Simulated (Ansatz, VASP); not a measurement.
## One calculation of SnO2, two programs

```
CELL_PARAMETERS angstrom
1.61863 -2.80354 0.00000
1.61863 0.93451 4.29183
-4.85588 -2.80354 0.00000
ATOMIC_POSITIONS crystal
Sn 0.54201 0.41804 0.97491
Sn 0.95799 0.58196 0.52509
O 0.48008 0.76129 0.78568
O 0.01992 0.70031 0.20152
O 0.48008 0.29969 0.29848
O 0.01992 0.23871 0.71432
```

Change from the starting cell: mode 4 frozen in at -0.352 Å and mode 5 at -0.136 Å (largest displacements).

Alike in both runs: task single point; functional PBE; dispersion D3(BJ); k mesh 8 × 6 × 6; occupations gaussian, width 0.05 eV; no spin polarisation.

```csv
,VASP,Ansatz
version,VASP 6.6.1,Ansatz 0.2.0
potentials or method,"VASP PAW PBE potentials, release 64 (Sn_d, O), cutoff 520 eV","scalar-relativistic, plane waves, PAW"
valence electrons in the cell,52,52
```

```tsv
	VASP	Ansatz	Ansatz less VASP
gap on the k mesh at the Fermi level (eV)	0.72	0.76	+0.038
least direct gap on the mesh (eV)	0.83	0.87	+0.036
pressure (GPa)	-3.7	-4.3	-0.60
traceless stress, the component that is largest in VASP (GPa)	-2.36	-1.95	+0.412
rms of the force components (eV/Å)	0.564	0.564	0.0000
```

Atom by atom the forces differ by 0.031 eV/Å (rms over components).
